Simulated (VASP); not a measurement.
Al: single point with PBE

Crystal: Al.

```xyz
1
Lattice="-1.5912 1.5912 1.5912 1.5912 -1.5912 1.5912 1.5912 1.5912 -1.5912" Properties=species:S:1:pos:R:3 pbc="T T T"
Al    0.0000    0.0000    0.0000
```

```
Program                : VASP 6.6.1
Task                   : single point
Functional             : PBE
Potentials or basis    : VASP PAW PBE potentials, release 64 (Al)
Cutoff                 : 500 eV
k mesh                 : 1 × 6 × 11, shifted
Occupations            : methfessel-paxton, width 0.098 eV
Spin                   : collinear spin, zero start
Starting moments       : [0.0] μB
Dipole correction      : no
Further INCAR settings : ALGO = Normal; EDIFF = 1e-06; NBANDS = 12; ISYM = 0
```

- Pressure: 20.3 GPa
- Net moment: 0.00 μB per cell
- Valence electrons inside the program's atomic spheres: Al 0.78

Stress tensor (GPa, compression positive):
```
 19.99 -62.16 -67.65
-62.16  20.20  62.52
-67.65  62.52  20.73
```

Levels at points of the mesh, in eV from the Fermi level:
Spin up:
| k point | band 1 | band 2 | band 3 | band 4 | band 5 | band 6 | band 7 |
| --- | --- | --- | --- | --- | --- | --- | --- |
| (0.50, 0.08, 0.00) | -4.42 | -2.04 | 6.84 | 9.05 | 11.91 | 14.14 | 20.39 |
Spin down:
```
           k point  band 1  band 2  band 3  band 4  band 5  band 6  band 7
(0.50, 0.08, 0.00)   -4.42   -2.04    6.84    9.05   11.91   14.14   20.39
```

Run time: 11 s on 1 thread of AMD EPYC 7R13 (shared host), peak memory 0.1 GiB.

Caveat: the k points lie up to 2.79 Å⁻¹ apart.
